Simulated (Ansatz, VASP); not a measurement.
Al: VASP beside Ansatz

The input INCAR:

```
SYSTEM = Al
PREC = Accurate
ENCUT = 520
EDIFF = 1E-6
ISMEAR = 0
SIGMA = 0.2
LREAL = .False.
LASPH = .True.
NELM = 100
ALGO = Fast
ISIF = 2
LWAVE = .False.
LCHARG = .False.
GGA = PE
NBANDS = 22
```

The input KPOINTS:

```
Automatic mesh
0
Gamma
  4 4 4
  0 0 0
```

File POSCAR:

```
Al
1.0
   -5.5603757925      0.0000000000      0.0000000000
    2.7801878962     -4.8173367967      0.0000000000
    0.0000000000      0.0000000000      5.6080138446
Al
8
Direct
    0.0000000000      0.0000000000      0.2500000000
    0.0000000000      0.0000000000      0.7500000000
    0.5000000000      0.5000000000      0.2500000000
    0.5000000000      0.5000000000      0.7500000000
    1.0000000000      0.5000000000      0.2500000000
    1.0000000000      0.5000000000      0.7500000000
    0.5000000000      0.0000000000      0.2500000000
    0.5000000000      0.0000000000      0.7500000000
```

Input for Ansatz:

```yaml
crystal:
  lattice:
    - [-5.5603757925, 0.0, 0.0]
    - [2.7801878962, -4.8173367967, 0.0]
    - [0.0, 0.0, 5.6080138446]
  atoms:
    - { symbol: Al, position: [0.0, 0.0, 0.25] }
    - { symbol: Al, position: [0.0, 0.0, 0.75] }
    - { symbol: Al, position: [0.5, 0.5, 0.25] }
    - { symbol: Al, position: [0.5, 0.5, 0.75] }
    - { symbol: Al, position: [1.0, 0.5, 0.25] }
    - { symbol: Al, position: [1.0, 0.5, 0.75] }
    - { symbol: Al, position: [0.5, 0.0, 0.25] }
    - { symbol: Al, position: [0.5, 0.0, 0.75] }
basis:
  ecutwfc: 420
kpoints:
  mp_grid: { grid: [4, 4, 4] }
hamiltonian:
  xc: pbe
scf:
  occupations: { method: gaussian, width: 0.2 }
  lower_state_search: "off"
output:
  forces: true
  stress: true
  eigenvalues: true
```

Alike in both runs: task single point; functional PBE; k mesh 4 × 4 × 4; occupations gaussian, width 0.2 eV; no spin polarisation.

```csv
,VASP,Ansatz
version,VASP 6.6.1,Ansatz 0.2.0
potentials or method,"VASP PAW PBE potentials, release 64 (Al), cutoff 520 eV","scalar-relativistic, plane waves, PAW"
valence electrons in the cell,24,24
```

|  | VASP | Ansatz | Ansatz less VASP |
| --- | --- | --- | --- |
| gap on the k mesh at the Fermi level (eV) | none | none | - |
| pressure (GPa) | -0.1 | -0.1 | +0.02 |
| traceless stress, the component that is largest in VASP (GPa) | 0.21 | 0.22 | +0.002 |

A gap of «none» marks a metal or a gap that the smearing closes.
